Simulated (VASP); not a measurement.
# MnS (F-43m) in VASP: further runs, part 2 of 2

VASP 6.6.1. The steps go on from the part before.

### 4 Relaxation of cell and atoms, PBEsol, collinear spin, ferromagnetic start, target pressure 25 GPa, at which the enthalpy is minimised

This run uses another cell than the first one, of 12.78 Å³/atom, 0.582 times its volume.

Contents of INCAR:

```
SYSTEM = MnS
PREC = Accurate
ENCUT = 600
EDIFF = 1E-7
ISMEAR = 0
SIGMA = 0.1
LREAL = .FALSE.
LASPH = .TRUE.
NELM = 150
ALGO = Normal
ISIF = 3
LWAVE = .FALSE.
LCHARG = .FALSE.
ISPIN = 2
MAGMOM = 0.16 0
LORBIT = 11
LMAXMIX = 4
GGA = PS
IBRION = 2
NSW = 70
EDIFFG = -0.008
PSTRESS = 250.0
```

Contents of KPOINTS:

```
regular mesh
0
G
  16 16 16
  0 0 0
```

Contents of POSCAR:

```
MnS
1.0
    0.0000000000      2.3379055402      2.3379055402
    2.3379055402      0.0000000000      2.3379055402
    2.3379055402      2.3379055402      0.0000000000
Mn S
1 1
Direct
    0.0000000000      0.0000000000      0.0000000000
    0.7500000000      0.7500000000      0.7500000000
```

Run with:

```console
> cat potpaw_PBE.64/Mn_pv/POTCAR potpaw_PBE.64/S/POTCAR > POTCAR
> mpirun -np 1 vasp_std > vasp.out
```

Run time: 3.2 min. Hardware: 1 thread of Intel Xeon 6975P-C (Granite Rapids), shared host; peak memory 0.25 GiB.

It converged, with:

- Free energy: -14.5330 eV
- Relaxed volume: 13.08 Å³/atom
- Relaxed cell: a = 3.332 Å, b = 3.332 Å, c = 3.332 Å, α = 60.00°, β = 60.00°, γ = 60.00°
- Space group after relaxing (to 0.05 Å): F-43m (No. 216)
- Energy change on relaxing (the enthalpy is what falls): -53.3 meV/atom
- Ionic steps: 4
- Pressure after relaxing: 25.0 GPa
- Net moment: 0.00 μB per cell
- Valence electrons inside the program's atomic spheres: Mn 12.40; S 3.80

Step by step:
```tsv
step	energy change (eV)	largest force (eV/Å)	pressure (GPa)	volume (Å³)
1	0.0000	0.0000	31.27	25.56
2	-0.2610	0.0000	13.88	27.45
3	-0.1085	0.0000	24.90	26.18
4	-0.1065	0.0000	24.98	26.16
```

Final structure:
```cif
data_structure
_symmetry_space_group_name_H-M 'P 1'
_symmetry_Int_Tables_number 1
_cell_length_a 3.3323
_cell_length_b 3.3323
_cell_length_c 3.3323
_cell_angle_alpha 60.000
_cell_angle_beta 60.000
_cell_angle_gamma 60.000
_cell_volume 26.16
loop_
_atom_site_label
_atom_site_type_symbol
_atom_site_fract_x
_atom_site_fract_y
_atom_site_fract_z
_atom_site_occupancy
Mn1 Mn 0.00000 0.00000 0.00000 1
S1 S 0.75000 0.75000 0.75000 1
```

Levels at points of the mesh, in eV from the Fermi level:
Spin up:
| k point | band 5 | band 6 | band 7 | band 8 | band 9 | band 10 | band 11 | band 12 | band 13 |
| --- | --- | --- | --- | --- | --- | --- | --- | --- | --- |
| (0.00, 0.00, 0.00) | -5.22 | -5.22 | -5.22 | -0.94 | -0.94 | 4.62 | 4.62 | 4.62 | 4.65 |
| (0.50, 0.00, 0.00) | -7.33 | -4.85 | -4.85 | -0.60 | -0.60 | -0.35 | 2.41 | 2.41 | 6.03 |
| (0.50, 0.50, 0.00) | -7.49 | -4.23 | -4.23 | -2.29 | -0.08 | -0.06 | 0.30 | 0.30 | 6.41 |
Spin down:
| k point | band 6 | band 7 | band 8 | band 9 | band 10 | band 11 | band 12 | band 13 |
| --- | --- | --- | --- | --- | --- | --- | --- | --- |
| (0.00, 0.00, 0.00) | -5.22 | -5.22 | -0.94 | -0.94 | 4.62 | 4.62 | 4.62 | 4.65 |
| (0.50, 0.00, 0.00) | -4.85 | -4.85 | -0.60 | -0.60 | -0.35 | 2.41 | 2.41 | 6.03 |
| (0.50, 0.50, 0.00) | -4.23 | -4.23 | -2.29 | -0.08 | -0.06 | 0.30 | 0.30 | 6.41 |

Caveat: the cell is relaxed towards a set pressure, so the enthalpy falls and the energy may rise; the PAW data sets were made with another functional, which shifts forces and pressure a little; semilocal functionals often make such compounds metallic where correlation or magnetic order opens a gap, which also shifts bond lengths.

### 5 Single point, PBEsol, collinear spin, ferromagnetic start

This run uses another cell than the first one, of 10.92 Å³/atom, 0.497 times its volume.

Contents of INCAR:

```
PREC     = Accurate       # precision mode
ENCUT    = 520            # plane-wave cutoff, eV
EDIFF    = 1E-6           # SCF threshold, eV
ISMEAR   = 0              # smearing method
SIGMA    = 0.1            # smearing width, eV
LREAL    = False          # projectors in reciprocal space
LASPH    = True           # aspherical terms in the spheres
NELM     = 150            # most SCF steps
ALGO     = Normal         # electronic algorithm
ISIF     = 2              # what is computed and relaxed
LWAVE    = False          # write WAVECAR
LCHARG   = False          # write CHGCAR
ISPIN    = 2              # spin polarisation
MAGMOM   = 4.29 0         # initial moments
LORBIT   = 11             # projections on sites
LMAXMIX  = 4              # l up to which the mixer works
GGA      = PS             # functional
NBANDS   = 20             # bands
```

Contents of KPOINTS:

```
regular mesh
0
Gamma
  16 16 16
```

Contents of POSCAR:

```
MnS
1.0
    0.0000000000      2.2183076943      2.2183076943
    2.2183076943      0.0000000000      2.2183076943
    2.2183076943      2.2183076943      0.0000000000
Mn S
1 1
Direct
    0.0000000000      0.0000000000      0.0000000000
    0.7500000000      0.7500000000      0.7500000000
```

Run with:

```console
> cat potpaw_PBE.64/Mn_pv/POTCAR potpaw_PBE.64/S/POTCAR > POTCAR
> mpirun -np 1 vasp_std > vasp.out
```

Run time: 38 s. Hardware: 1 thread of Intel Xeon 6975P-C (Granite Rapids), shared host; peak memory 0.22 GiB.

It converged, with:

* Free energy: -13.0914 eV
* Pressure: 90.2 GPa
* Net moment: 0.00 μB per cell
* Valence electrons inside the program's atomic spheres: Mn 12.97; S 3.93

Levels at points of the mesh, in eV from the Fermi level:
Spin up:
```csv
k point,band 5,band 6,band 7,band 8,band 9,band 10,band 11,band 12,band 13,band 14
"(0.00, 0.00, 0.00)",-6.01,-6.01,-6.01,-1.35,-1.35,5.78,5.78,5.78,5.93,9.52
"(0.50, 0.00, 0.00)",-8.26,-5.54,-5.54,-0.85,-0.85,-0.39,3.05,3.05,6.68,10.32
"(0.50, 0.50, 0.00)",-8.66,-4.46,-4.46,-3.17,-0.13,0.07,0.28,0.28,7.76,8.13
```
Spin down:
```
           k point  band 6  band 7  band 8  band 9  band 10  band 11  band 12  band 13
(0.00, 0.00, 0.00)   -6.01   -6.01   -1.35   -1.35     5.78     5.78     5.78     5.93
(0.50, 0.00, 0.00)   -5.54   -5.54   -0.85   -0.85    -0.39     3.05     3.05     6.68
(0.50, 0.50, 0.00)   -4.46   -4.46   -3.17   -0.13     0.07     0.28     0.28     7.76
```

Caveat: the starting moments collapsed, and a magnetic state may lie lower; the PAW data sets were made with another functional, which shifts forces and pressure a little; semilocal functionals often make such compounds metallic where correlation or magnetic order opens a gap, which also shifts bond lengths.

### 6 Single point, PBEsol, collinear spin, ferromagnetic start (volume scaled by 1.06)

Contents of INCAR:

```
SYSTEM = MnS
ALGO = Normal
EDIFF = 1E-7
ENCUT = 520
GGA = PS
ISIF = 2
ISMEAR = 0
ISPIN = 2
LASPH = .True.
LCHARG = .False.
LMAXMIX = 4
LORBIT = 11
LREAL = .False.
LWAVE = .False.
MAGMOM = 4.29 0
NBANDS = 20
NELM = 150
PREC = Accurate
SIGMA = 0.1
```

Contents of KPOINTS:

```
k-points
0
Gamma
  14 14 14
  0 0 0
```

Contents of POSCAR:

```
MnS
1.0
    0.0000000000      2.7855122393      2.7855122393
    2.7855122393      0.0000000000      2.7855122393
    2.7855122393      2.7855122393      0.0000000000
Mn S
1 1
Direct
    0.0000000000      0.0000000000      0.0000000000
    0.2500000000      0.2500000000      0.2500000000
```

Potentials or basis: VASP PAW PBE potentials, release 64 (Mn_pv, S).

Run with:

```console
> cat potpaw_PBE.64/Mn_pv/POTCAR potpaw_PBE.64/S/POTCAR > POTCAR
> mpirun -np 1 vasp_std > vasp.out
```

OUTCAR:

```text
SYSTEM = MnS
   EDIFF = 1E-7
   ENCUT = 520
   GGA = PS
   ISIF = 2
   ISMEAR = 0
   ISPIN = 2
   LASPH = .True.
   LORBIT = 11
   LREAL = .False.
   NELM = 150
   PREC = Accurate

 ion  position               nearest neighbor table
   1  0.000  0.000  0.000-   2 2.41   2 2.41   2 2.41   2 2.41
   2  0.250  0.250  0.250-   1 2.41   1 2.41   1 2.41   1 2.41

  LATTYP: Found a face centered cubic cell.
 ALAT       =     5.5710244786

  Lattice vectors:

 A1 = (   0.0000000000,   2.7855122393,   2.7855122393)
 A2 = (   2.7855122393,   0.0000000000,   2.7855122393)
 A3 = (   2.7855122393,   2.7855122393,   0.0000000000)

Analysis of symmetry for initial positions (statically):
=====================================================================
 Subroutine PRICEL returns:
 Original cell was already a primitive cell.

 Routine SETGRP: Setting up the symmetry group for a
 face centered cubic supercell.

 Subroutine GETGRP returns: Found 24 space group operations
 (whereof 24 operations were pure point group operations)
 out of a pool of 48 trial point group operations.

The static configuration has the point symmetry T_d .

Analysis of symmetry for dynamics (positions and initial velocities):
=====================================================================
 Subroutine PRICEL returns:
 Original cell was already a primitive cell.

 Routine SETGRP: Setting up the symmetry group for a
 face centered cubic supercell.

 Subroutine GETGRP returns: Found 24 space group operations
 (whereof 24 operations were pure point group operations)
 out of a pool of 48 trial point group operations.

The dynamic configuration has the point symmetry T_d .

Analysis of structural, dynamic, and magnetic symmetry:
=====================================================================
 Subroutine PRICEL returns:
 Original cell was already a primitive cell.

 Routine SETGRP: Setting up the symmetry group for a
 face centered cubic supercell.

[... 139 lines left out ...]
 maximum number of plane-waves:      1211
 NGX is ok and might be reduce to    30
   NGX = 15   NGY = 15   NGZ = 15

 number of electron      18.9999990 magnetization       4.8393597

 Free energy of the ion-electron system (eV)
  ---------------------------------------------------
  ext. energy  EPLUGINS =         0.00000000
  ---------------------------------------------------
  free energy    TOTEN  =       -14.76372979 eV

  energy without entropy =      -14.75736366  energy(sigma->0) =      -14.76054673

 E-fermi :   4.4597     XC(G=0):  -9.5989

 val. band max:        4.4582560433   @ k =  -0.3571   0.4286   0.1429
 cond. band min:       4.4632709876   @ k =  -0.2143   0.0714   0.0000
 fundamental gap:      0.0050149443
 Fermi energy:         4.4597127024

 spin component 1

 k-point     1 :       0.0000    0.0000    0.0000
  band No.  band energies     occupation
      1     -46.0337      1.00000
      2     -46.0337      1.00000
      3     -46.0337      1.00000
      4      -9.4570      1.00000
      5      -0.3893      1.00000
      6      -0.3893      1.00000
[... 541 lines left out ...]
     19      16.8327      0.00000
     20      19.8266      0.00000

 [... further k-points ...]

 spin component 2

 k-point     1 :       0.0000    0.0000    0.0000
  band No.  band energies     occupation
      1     -41.5621      1.00000
      2     -41.5621      1.00000
      3     -41.5621      1.00000
      4      -9.1276      1.00000
      5       1.1778      1.00000
      6       1.1778      1.00000
[... 541 lines left out ...]
     19      17.7653      0.00000
     20      20.7231      0.00000

 [... further k-points ...]
[... 5 lines left out ...]
  --------------------------------------------------------------------------------------
  -------------------------------------------------------------------------------------
  Total       -0.4351391     -0.4351391     -0.4351391     -0.0000000     -0.0000000      0.0000000
  in kB      -16.1284798    -16.1284798    -16.1284798     -0.0000000     -0.0000000      0.0000000
  external PRESSURE =     -16.1284798 kB  Pullay stress =       0.0000000 kB

 VOLUME and BASIS-vectors are now :
 -----------------------------------------------------------------------------
  energy-cutoff  :      520.00
  volume of cell :       43.23
      direct lattice vectors                 reciprocal lattice vectors
     0.000000000  2.785512239  2.785512239    -0.179500199  0.179500199  0.179500199
     2.785512239  0.000000000  2.785512239     0.179500199 -0.179500199  0.179500199
     2.785512239  2.785512239  0.000000000     0.179500199  0.179500199 -0.179500199

 POSITION                                       TOTAL-FORCE (eV/Angst)
 -----------------------------------------------------------------------------------
      0.00000      0.00000      0.00000        -0.000000     -0.000000     -0.000000
      1.39276      1.39276      1.39276         0.000000      0.000000      0.000000
 -----------------------------------------------------------------------------------
    total drift:                               -0.000000     -0.000000     -0.000000

  FREE ENERGIE OF THE ION-ELECTRON SYSTEM (eV)
  ---------------------------------------------------
  free  energy   TOTEN  =       -14.7637297947 eV

  energy  without entropy=      -14.7573636613  energy(sigma->0) =      -14.76054673

 total charge

# of ion       s       p       d       tot
------------------------------------------
    1        0.267   6.221   4.909  11.397
    2        1.310   2.422   0.000   3.732
--------------------------------------------------
tot          1.577   8.643   4.909  15.129

 magnetization (x)

# of ion       s       p       d       tot
------------------------------------------
    1        0.049   0.067   4.151   4.266
    2        0.010   0.064   0.000   0.074
--------------------------------------------------
tot          0.059   0.131   4.151   4.340
```

OSZICAR:

```text
N       E                     dE             d eps       ncg     rms          rms(c)
DAV:   1     0.152685499381E+03    0.15269E+03   -0.10099E+04  8376   0.934E+02
DAV:   2    -0.762406078248E+01   -0.16031E+03   -0.15132E+03  8732   0.274E+02
DAV:   3    -0.159294452613E+02   -0.83054E+01   -0.82119E+01  9584   0.682E+01
DAV:   4    -0.160388964684E+02   -0.10945E+00   -0.10939E+00  9476   0.810E+00
DAV:   5    -0.160407594528E+02   -0.18630E-02   -0.18629E-02  9564   0.110E+00    0.108E+01
DAV:   6    -0.148558194810E+02    0.11849E+01   -0.67013E+00  9280   0.300E+01    0.108E+01
DAV:   7    -0.147670507579E+02    0.88769E-01   -0.92005E-01  9240   0.126E+01    0.612E+00
DAV:   8    -0.147702298148E+02   -0.31791E-02   -0.36461E-02  9552   0.149E+00    0.335E+00
DAV:   9    -0.147607671668E+02    0.94626E-02   -0.20734E-02  8976   0.127E+00    0.540E-01
DAV:  10    -0.147635779495E+02   -0.28108E-02   -0.53832E-03  8964   0.629E-01    0.210E-01
DAV:  11    -0.147635804590E+02   -0.25095E-05   -0.63706E-04  9388   0.164E-01    0.151E-01
DAV:  12    -0.147637043973E+02   -0.12394E-03   -0.11436E-04  9192   0.992E-02    0.796E-02
DAV:  13    -0.147637062148E+02   -0.18175E-05   -0.21906E-05  9304   0.532E-02    0.656E-02
DAV:  14    -0.147637285587E+02   -0.22344E-04   -0.17830E-05  8852   0.395E-02    0.822E-03
DAV:  15    -0.147637298051E+02   -0.12464E-05   -0.19943E-06  9648   0.101E-02    0.324E-03
DAV:  16    -0.147637297947E+02    0.10455E-07   -0.83973E-08  8296   0.271E-03
   1 F= -.14763730E+02 E0= -.14760547E+02  d E =-.636613E-02  mag=     4.8398
```

Wall time 4 min (1 thread of Oxide Virtual Turin-like, shared host); peak memory 0.25 GiB.

What came out:

| Quantity | Value |
| --- | --- |
| Free energy | -14.7637 eV |
| Pressure | -1.6 GPa |
| Net moment | 4.84 μB per cell |
| Site moments | Mn +4.27; S +0.07 μB |
| Valence electrons inside the program's atomic spheres | Mn 11.40; S 3.73 |

Levels at points of the mesh, in eV from the Fermi level:
Spin up:
```
           k point  band 10  band 11  band 12  band 13  band 14  band 15
(0.00, 0.00, 0.00)     0.40     0.40     0.40     0.98     5.88     5.88
(0.50, 0.00, 0.00)    -2.78    -0.66    -0.66     2.97     6.32     6.32
(0.50, 0.50, 0.00)    -2.62    -2.06    -2.06     2.75     4.36     9.17
```
Spin down:
```tsv
k point	band 5	band 6	band 7	band 8	band 9	band 10
(0.00, 0.00, 0.00)	-3.28	-3.28	-3.28	0.85	0.85	1.93
(0.50, 0.00, 0.00)	-5.18	-3.20	-3.20	0.90	0.98	0.98
(0.50, 0.50, 0.00)	-5.09	-3.30	-3.30	-0.05	0.87	1.29
```

Caveat: the cell differs from its parent crystal (volume scaled by 1.06); the PAW data sets were made with another functional, which shifts forces and pressure a little; a cell with one magnetic atom can't hold antiferromagnetic order, which such compounds often take; semilocal functionals often make such compounds metallic where correlation or magnetic order opens a gap, which also shifts bond lengths.

### 7 Summary

```tsv
task	cell	k mesh	cutoff (eV)	gap on the mesh (eV)	pressure (GPa)	moment (μB)
relaxation of cell and atoms	relaxed from a = 3.960 Å, angles 60.0°, 2 atoms	14 × 14 × 14	600	none	0.0	4.63
relaxation of cell and atoms	relaxed to 25 GPa from a = 3.306 Å, angles 60.0°, 2 atoms	16 × 16 × 16	600	none	25.0	0.00
single point	a = 3.939 Å, angles 60.0°, 2 atoms	14 × 14 × 14	520	none	-1.6	4.84
```

Alike in all rows: level PBEsol; potentials or basis VASP PAW PBE potentials, release 64 (Mn_pv, S); spin collinear, ferromagnetic start; smearing gaussian 0.1 eV.

Caveats: the PAW data sets were made with another functional, which shifts forces and pressure a little; semilocal functionals often make such compounds metallic where correlation or magnetic order opens a gap, which also shifts bond lengths; a cell with one magnetic atom can't hold antiferromagnetic order, which such compounds often take (some runs); the cell is relaxed towards a set pressure, so the enthalpy falls and the energy may rise (some runs).

Absolute energies hang on the potentials; compare differences alone.
